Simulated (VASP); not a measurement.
Runs of VASP 6.6.1 on Mg. The structure is that of space group Pm-3m (No. 221), or close to it. The cells are those of the table. 

| task | cell | k mesh | cutoff (eV) | gap on the mesh (eV) | pressure (GPa) | relaxed volume (Å³/atom) |
| --- | --- | --- | --- | --- | --- | --- |
| relaxation of cell and atoms | relaxed from a = 2.862 Å, 1 atom | 6 × 6 × 6 | 600 | none | 0.0 | 27.37 |
| single point | a = 3.015 Å, 1 atom | 6 × 6 × 6 | 520 | none | (a) | - |
| single point | a = 2.996 Å, 1 atom | 18 × 18 × 18 | 520 | none | 0.0 | - |
| relaxation of cell and atoms | relaxed from a = 3.015 Å, 1 atom | 18 × 18 × 18 | 600 | none | 0.0 | 26.87 |
| single point | a = 2.862 Å, 1 atom | 6 × 6 × 6 | 520 | none | 4.3 | - |

Alike in all rows: level PBEsol; potentials or basis VASP PAW PBE potentials, release 64 (Mg); no spin polarisation; smearing gaussian 0.1 eV.

Task: Estimate the missing entries.

Result: (a) -0.1.

Caveats: some runs use coarse meshes; the PAW data sets were made with another functional, which shifts forces and pressure a little; the volume moved by over 15 % at a fixed basis, so the end points are rough (some runs).

A gap of «none» marks levels without a gap at the run's occupations.
